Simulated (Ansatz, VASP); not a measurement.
## Two plane-wave programs on Si

```
Si
1.0
    -3.48980    3.48980    3.24052
     3.48980   -3.48980    3.24052
     3.48980    3.48980   -3.24052
Si
8
Direct
  0.20140 0.20140 0.20140
  0.50000 0.00000 0.29860
  0.29860 0.50000 0.00000
  0.00000 0.29860 0.50000
  0.79860 0.79860 0.79860
  0.50000 0.00000 0.70140
  0.70140 0.50000 0.00000
  0.00000 0.70140 0.50000
```

Change from the starting cell: strain +0.050 along x and y, -0.025 along z, atoms carried along.

Alike in both runs: task single point; functional r2SCAN; k mesh 8 × 8 × 8; occupations gaussian, width 0.15 eV; no spin polarisation.

```csv
,VASP,Ansatz
version,VASP 6.6.1,Ansatz 0.2.0
potentials or method,"VASP PAW PBE potentials, release 64 (Si), cutoff 520 eV","scalar-relativistic, plane waves, PAW"
valence electrons in the cell,32,32
```

Ansatz gave:

- gap on the k mesh at the Fermi level (eV): none
- pressure (GPa): -6.1
- traceless stress, the component that is largest in VASP (GPa): 6.87
- rms of the force components (eV/Å): 0.220

Task: What did VASP give for the same quantities?

Result: gap on the k mesh at the Fermi level (eV): none; pressure (GPa): -6.3; traceless stress, the component that is largest in VASP (GPa): 6.90; rms of the force components (eV/Å): 0.223.

VASP's potentials were made for PBE, not for r2SCAN. Atom by atom the forces differ by 0.005 eV/Å (rms over components). A gap of «none» marks a metal or a gap that the smearing closes.
